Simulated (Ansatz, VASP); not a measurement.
**One calculation of BN, two programs**

File POSCAR:

```
BN
1.0
    2.5539396017      0.0000000000      0.0000000000
   -1.2769698009      2.2117765748      0.0000000000
    0.0000000000      0.0000000000      4.2268550000
B N
2 2
Direct
    0.6666666700      0.3333333300      0.9997240000
    0.3333333300      0.6666666700      0.4997240000
    0.6666666700      0.3333333300      0.6252760000
    0.3333333300      0.6666666700      0.1252760000
```

Contents of INCAR.step1:

```
SYSTEM = BN
PREC = Accurate
ENCUT = 600
ISMEAR = 0
SIGMA = 0.02
LREAL = .False.
LASPH = .True.
NELM = 100
GGA = PE
ALGO = Normal
EDIFF = 1E-4
LWAVE = .True.
LCHARG = .False.
```

The input INCAR.step2:

```
SYSTEM = BN
PREC = Accurate
ENCUT = 600
EDIFF = 1E-7
ISMEAR = 0
SIGMA = 0.02
LREAL = .False.
LASPH = .True.
NELM = 100
ALGO = Normal
ISIF = 3
LWAVE = .False.
LCHARG = .False.
METAGGA = R2SCAN
LMIXTAU = .True.
IBRION = 2
NSW = 100
EDIFFG = -0.005
ISTART = 1
```

File KPOINTS:

```
regular mesh
0
Gamma
  12 12 6
  0 0 0
```

Input for Ansatz:

```yaml
crystal:
  lattice:
    - [2.5539396017, 0.0, 0.0]
    - [-1.2769698009, 2.2117765748, 0.0]
    - [0.0, 0.0, 4.226855]
  atoms:
    - { symbol: B, position: [0.66666667, 0.33333333, 0.999724] }
    - { symbol: B, position: [0.33333333, 0.66666667, 0.499724] }
    - { symbol: "N", position: [0.66666667, 0.33333333, 0.625276] }
    - { symbol: "N", position: [0.33333333, 0.66666667, 0.125276] }
basis:
  ecutwfc: 500
kpoints:
  mp_grid: { grid: [12, 12, 6] }
hamiltonian:
  xc: r2scan
scf:
  occupations: { method: gaussian, width: 0.02 }
output:
  forces: true
  stress: true
  eigenvalues: true
  write_density: true
  write_potential: true
  elf: true
  volumetric_format: npy
relax:
  adjacent_minimum: "off"
  f_tol: 0.005
  max_steps: 80
  cell: { stress_tol: 0.05 }
```

Alike in both runs: task relaxation of cell and atoms; functional r2SCAN; k mesh 12 × 12 × 6; occupations gaussian, width 0.02 eV; no spin polarisation.

```csv
,VASP,Ansatz
version,VASP 6.6.1,Ansatz 0.2.0
potentials or method,"VASP PAW PBE potentials, release 64 (B, N), cutoff 600 eV","scalar-relativistic, plane waves, PAW"
valence electrons in the cell,16,16
```

```csv
,VASP,Ansatz,Ansatz less VASP
"gap on the k mesh at the Fermi level, each at its own relaxed structure (eV)",5.72,5.75,+0.030
relaxed volume (Å³/atom),5.91,5.90,-0.019
relaxed cell length with the largest relative difference (Å),4.212,4.208,-0.0045
```

VASP's potentials were made for PBE, not for r2SCAN.
